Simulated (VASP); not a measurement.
## AlN: single point with PBE

Crystal: AlN.

```
Al N
1.0
     0.00000    2.11981    1.95127
     2.11981    0.00000    1.95127
     2.11981    2.11981    0.00000
Al N
1 1
Direct
  0.00000 0.00000 0.00000
  0.50000 0.50000 0.50000
```

This cell differs from its parent crystal: epitaxial xy strain +5.0%.

```
Program             : VASP 6.6.1
Task                : single point
Functional          : PBE
Potentials or basis : VASP PAW PBE potentials, release 64 (Al, N)
Cutoff              : 520 eV
k mesh              : 10 × 10 × 10
Occupations         : fermi-dirac, width 0.02 eV
Spin                : no spin polarisation
```

| Quantity | Value |
| --- | --- |
| Pressure | -6.4 GPa |
| Band gap on the k mesh | 3.53 eV, indirect (least direct gap 4.56 eV) |

Stress tensor (GPa, compression positive):
```
-12.81   0.00   0.00
  0.00 -12.81   0.00
  0.00   0.00   6.53
```

Levels at points of the mesh, in eV from the valence-band top:
| k point | band 1 | band 2 | band 3 | band 4 | band 5 | band 6 | band 7 | band 8 | band 9 |
| --- | --- | --- | --- | --- | --- | --- | --- | --- | --- |
| (0.00, 0.00, 0.00) | -17.24 | -0.66 | 0.00 | 0.00 | 4.56 | 11.51 | 11.51 | 12.55 | 15.87 |
| (0.50, 0.00, 0.00) | -14.22 | -8.13 | -1.33 | -1.09 | 5.40 | 9.49 | 11.59 | 12.12 | 15.34 |
| (0.50, 0.50, 0.00) | -12.94 | -6.95 | -3.23 | -3.23 | 3.53 | 4.70 | 13.83 | 15.61 | 15.61 |
| (0.50, 0.00, 0.50) | -13.54 | -7.30 | -3.16 | -2.12 | 4.16 | 5.53 | 12.76 | 15.15 | 17.78 |

Wall time 17 s on 1 thread of AMD EPYC 7R43 64-Core Processor (Zen 3), on a shared host, peak memory 0.11 GiB.

Caveat: the cell differs from its parent crystal (epitaxial xy strain +5.0%). A k mesh can miss the band edges.
